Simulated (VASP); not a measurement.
GaP, 2 atoms in the cell. Symmetry: F-43m, No. 216, cubic system. The conventional cell has a = 5.451 Å, b = 5.451 Å, c = 5.451 Å, α = 90.00°, β = 90.00°, γ = 90.00°. Ga (site symmetry -43m) has 4 P at 2.36 Å within 3.1 Å. P (site symmetry -43m) has 4 Ga at 2.36 Å within 3.1 Å. 

| Property | Result |
| --- | --- |
| Program | VASP 6.6.1 |
| Task | relaxation of cell and atoms |
| Functional | r2SCAN |
| Potentials or basis | VASP PAW PBE potentials, release 64 (Ga_d, P) |
| Cutoff | 600 eV |
| k mesh | 12 × 12 × 12 |
| Occupations | fermi-dirac, width 0.08 eV |
| Spin | no spin polarisation |
| Dipole correction | no |
| Further INCAR settings | ALGO = Normal; EDIFF = 1e-06; IBRION = 2; EDIFFG = -0.002; NSW = 100; ISIF = 3 |

Potentials or basis: VASP PAW PBE potentials, release 64 (Ga_d, P).

Command:

```console
$ cat potpaw_PBE.64/Ga_d/POTCAR potpaw_PBE.64/P/POTCAR > POTCAR
$ cp INCAR.step1 INCAR
$ mpirun -np 1 vasp_std > vasp.out
$ cp INCAR.step2 INCAR
$ mpirun -np 1 vasp_std > vasp.out
```

Hardware: 1 thread of Intel Xeon 6975P-C (shared host).

Task: How long does it take, and how much memory?

Result: Run time: 4.5 min on 1 thread of Intel Xeon 6975P-C, with other jobs on the host, peak memory 0.23 GiB. Counts: k points 72, ion steps 7.
